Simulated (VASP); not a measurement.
SiC, 2 atoms in the cell. It takes space group F-43m (No. 216, cubic). Conventional cell: a = 4.356 Å, b = 4.356 Å, c = 4.356 Å, α = 90.00°, β = 90.00°, γ = 90.00°. Within 2.5 Å of Si (site symmetry -43m) lie 4 C at 1.89 Å. Within 2.5 Å of C (site symmetry -43m) lie 4 Si at 1.89 Å. 

| Property | Result |
| --- | --- |
| Program | VASP 6.6.1 |
| Task | single point |
| Functional | HSE06 |
| Potentials or basis | VASP PAW PBE potentials, release 64 (Si, C) |
| Cutoff | 520 eV |
| k mesh | 8 × 8 × 8 |
| Occupations | gaussian, width 0.01 eV |
| Spin | no spin polarisation |
| Dipole correction | no |
| Grid for exact exchange (PRECFOCK) | Normal |
| Further INCAR settings | ALGO = Normal; EDIFF = 1e-06; NBANDS = 11 |
| Screening parameter | 0.2079 1/Å |

Potentials or basis: VASP PAW PBE potentials, release 64 (Si, C).

Launch:

```bash
$ cat potpaw_PBE.64/Si/POTCAR potpaw_PBE.64/C/POTCAR > POTCAR
$ cp INCAR.step1 INCAR
$ mpirun -np 1 vasp_std > vasp.out
$ cp INCAR.step2 INCAR
$ mpirun -np 1 vasp_std > vasp.out
```

Hardware: 1 thread of Intel(R) Xeon(R) Platinum 8488C (Sapphire Rapids), with other jobs on the host.

Problem. Estimate the wall time of this run.

Solution. It took 15 min on 1 thread of Intel(R) Xeon(R) Platinum 8488C (Sapphire Rapids), on a shared host, peak memory 0.25 GiB. Counts: k points 29.
